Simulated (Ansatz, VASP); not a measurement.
Two plane-wave programs on LiF

The input INCAR:

```
PREC = Accurate
ENCUT = 750
EDIFF = 1E-7
ISMEAR = 0
SIGMA = 0.02
LREAL = False
LASPH = True
NELM = 120
ALGO = Normal
ISIF = 3
LWAVE = False
LCHARG = False
IBRION = 2
NSW = 100
EDIFFG = -0.002
GGA_COMPAT = False
NELMIN = 4
```

Contents of KPOINTS:

```
regular mesh
0
Gamma
  8 8 8
```

File POSCAR:

```
LiF
1.0
    0.0000000000      1.9538102125      1.9538102125
    1.9538102125      0.0000000000      1.9538102125
    1.9538102125      1.9538102125      0.0000000000
Li F
1 1
Direct
    0.0000000000      0.0000000000      0.0000000000
    0.5000000000      0.5000000000      0.5000000000
```

Input for Ansatz:

```yaml
crystal:
  lattice:
    - [0.0, 1.9538102125, 1.9538102125]
    - [1.9538102125, 0.0, 1.9538102125]
    - [1.9538102125, 1.9538102125, 0.0]
  atoms:
    - { symbol: Li, position: [0.0, 0.0, 0.0] }
    - { symbol: F, position: [0.5, 0.5, 0.5] }
basis:
  ecutwfc: 420
kpoints:
  mp_grid: { grid: [8, 8, 8] }
hamiltonian:
  xc: lda
  pseudopotentials: { kind: paw, azcp: { folder: soft_1 } }
scf:
  occupations: { method: gaussian, width: 0.02 }
output:
  forces: true
  stress: true
  eigenvalues: true
relax:
  adjacent_minimum: "off"
  f_tol: 0.002
  max_steps: 80
  cell: { stress_tol: 0.02 }
```

Alike in both runs: task relaxation of cell and atoms; functional LDA; k mesh 8 × 8 × 8; occupations gaussian, width 0.02 eV; no spin polarisation.

|  | VASP | Ansatz |
| --- | --- | --- |
| version | VASP 6.6.1 | Ansatz 0.2.0 |
| potentials or method | VASP PAW LDA potentials, release 64 (Li_sv, F), cutoff 750 eV | scalar-relativistic, plane waves, PAW |
| valence electrons in the cell | 10 | 10 |

```csv
,VASP,Ansatz,Ansatz less VASP
"gap on the k mesh at the Fermi level, each at its own relaxed structure (eV)",9.74,9.71,-0.034
relaxed volume (Å³/atom),7.42,7.46,+0.037
relaxed length of the cell vector where the two differ most in proportion (Å),2.758,2.763,+0.0046
```

Ansatz warns that its potentials were made for another functional, while VASP's fit it. LDA's correlation is that of Perdew and Zunger in VASP and of Perdew and Wang (1992) in Ansatz.
